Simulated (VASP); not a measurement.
Set up this calculation in VASP 6.6.1, as the native input.

```yaml
Task: single point
Functional: LDA
Potentials_or_basis: VASP PAW LDA potentials, release 64 (Zr_sv, C)
Cutoff: 520 eV
k_mesh: 16 × 16 × 16
Occupations: gaussian, width 0.15 eV
Spin: no spin polarisation
Dipole_correction: no
Further_INCAR_settings: ALGO = Normal; EDIFF = 1e-06; NBANDS = 15
```

The structure of ZrC lies in POSCAR:

```
ZrC
1.0
    0.0000000000      2.2665395978      2.4291066370
    2.2665395978      0.0000000000      2.4291066370
    2.2665395978      2.2665395978      0.0000000000
Zr C
1 1
Direct
    0.4967462522      0.5032537478      0.5032537478
    0.0247120666     -0.0247120666     -0.0247120666
```

This cell differs from its parent crystal: mode 4 frozen in at -0.115 Å, strain +e along z and -e/2 along x and y +0.0467.

One way to write it, as run:

INCAR

```
SYSTEM = ZrC
PREC = Accurate
ENCUT = 520
EDIFF = 1E-6
ISMEAR = 0
SIGMA = 0.15
LREAL = .False.
LASPH = .True.
NELM = 100
ALGO = Normal
ISIF = 2
LWAVE = .False.
LCHARG = .False.
NBANDS = 15
```

KPOINTS

```
Automatic mesh
0
Gamma
  16 16 16
  0 0 0
```

Potentials or basis: VASP PAW LDA potentials, release 64 (Zr_sv, C).

The run is started by

```console
$ cat potpaw_LDA.64/Zr_sv/POTCAR potpaw_LDA.64/C/POTCAR > POTCAR
$ mpirun -np 1 vasp_std > vasp.out
```

It gave:

| Property | Result |
| --- | --- |
| Pressure | 5.0 GPa |
| Largest force | 1.397 eV/Å |
| Band gap on the k mesh | zero (band 8 reaches 10.58 eV, above the bottom of band 9 at 9.38 eV) |

Caveat: the cell differs from its parent crystal (mode 4 frozen in at -0.115 Å, strain +e along z and -e/2 along x and y +0.0467); forces of over 1 eV/Å act on the atoms, so gaps and moduli don't describe the material at rest.

It took 2.7 min on 1 thread of Intel(R) Xeon(R) Platinum 8488C (Sapphire Rapids) (shared host), peak memory 0.33 GiB.
